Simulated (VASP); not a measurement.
Here is a VASP 6.6.1 calculation.

The input INCAR:

```
PREC     = Accurate       # precision mode
ENCUT    = 600            # plane-wave cutoff, eV
EDIFF    = 1E-6           # SCF threshold, eV
ISMEAR   = 0              # smearing method
SIGMA    = 0.1            # smearing width, eV
LREAL    = F              # projectors in reciprocal space
LASPH    = T              # aspherical terms in the spheres
NELM     = 80             # most SCF steps
ALGO     = Normal         # electronic algorithm
ISIF     = 3              # what is computed and relaxed
LWAVE    = F              # write WAVECAR
LCHARG   = F              # write CHGCAR
GGA      = PE             # functional
IBRION   = 2              # ionic algorithm
NSW      = 90             # ionic steps
EDIFFG   = -0.04          # ionic threshold
```

File KPOINTS:

```
regular mesh
0
Gamma
  6 6 6
```

POSCAR

```
MgS
1.0
    3.3908764300      0.0000000000      0.0000000000
   -1.6954382200      2.9365851300      0.0000000000
    0.0000000000      0.0000000000      3.3011706400
Mg S
1 1
Direct
    0.6666666700      0.3333333300      0.5000000000
    0.0000000000      0.0000000000      0.0000000000
```

Potentials or basis: VASP PAW PBE potentials, release 64 (Mg, S).

Command:

```bash
$ cat potpaw_PBE.64/Mg/POTCAR potpaw_PBE.64/S/POTCAR > POTCAR
$ mpirun -np 1 vasp_std > vasp.out
```

(1) What does it give for the band gap on the k mesh?

(2) Predict the space group after relaxing (to 0.05 Å).

## Answers

(1) 1.13 eV, indirect (least direct gap 2.10 eV).

(2) P-6m2 (No. 187).
